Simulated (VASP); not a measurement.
Set up this calculation in VASP 6.6.1, as the native input.

* Task: single point
* Functional: PBE
* Potentials or basis: VASP PAW PBE potentials, release 64 (Mo_sv)
* Cutoff: 520 eV
* k mesh: 18 × 18 × 18
* Occupations: gaussian, width 0.05 eV
* Spin: no spin polarisation
* Dipole correction: no
* Further INCAR settings: ALGO = Fast; EDIFF = 1e-06; NBANDS = 13

The structure of Mo lies in POSCAR:

```
Mo
1.0
   -1.5750000000      1.5750000000      1.5750000000
    1.5750000000     -1.5750000000      1.5750000000
    1.5750000000      1.5750000000     -1.5750000000
Mo
1
Direct
    0.0000000000      0.0000000000      0.0000000000
```

The input as run:

INCAR

```
SYSTEM = Mo
PREC     = Accurate       ! precision mode
ENCUT    = 520            ! plane-wave cutoff, eV
EDIFF    = 1E-6           ! SCF threshold, eV
ISMEAR   = 0              ! smearing method
SIGMA    = 0.05           ! smearing width, eV
LREAL    = .FALSE.        ! projectors in reciprocal space
LASPH    = .TRUE.         ! aspherical terms in the spheres
NELM     = 100            ! most SCF steps
ALGO     = Fast           ! electronic algorithm
ISIF     = 2              ! what is computed and relaxed
LWAVE    = .FALSE.        ! write WAVECAR
LCHARG   = .FALSE.        ! write CHGCAR
GGA      = PE             ! functional
NBANDS   = 13             ! bands
```

KPOINTS

```
regular mesh
0
G
  18 18 18
  0 0 0
```

Potentials or basis: VASP PAW PBE potentials, release 64 (Mo_sv).

Command:

```console
$ cat potpaw_PBE.64/Mo_sv/POTCAR > POTCAR
$ mpirun -np 1 vasp_std > vasp.out
```

Results of the run:

| Quantity | Value |
| --- | --- |
| Pressure | 3.1 GPa |
| Band gap on the k mesh | zero (band 7 reaches 16.58 eV, above the bottom of band 8 at 11.23 eV) |

Run time: 16 s on 1 thread of Intel(R) Xeon(R) 6975P-C (Granite Rapids), on a shared host, peak memory 0.15 GiB.
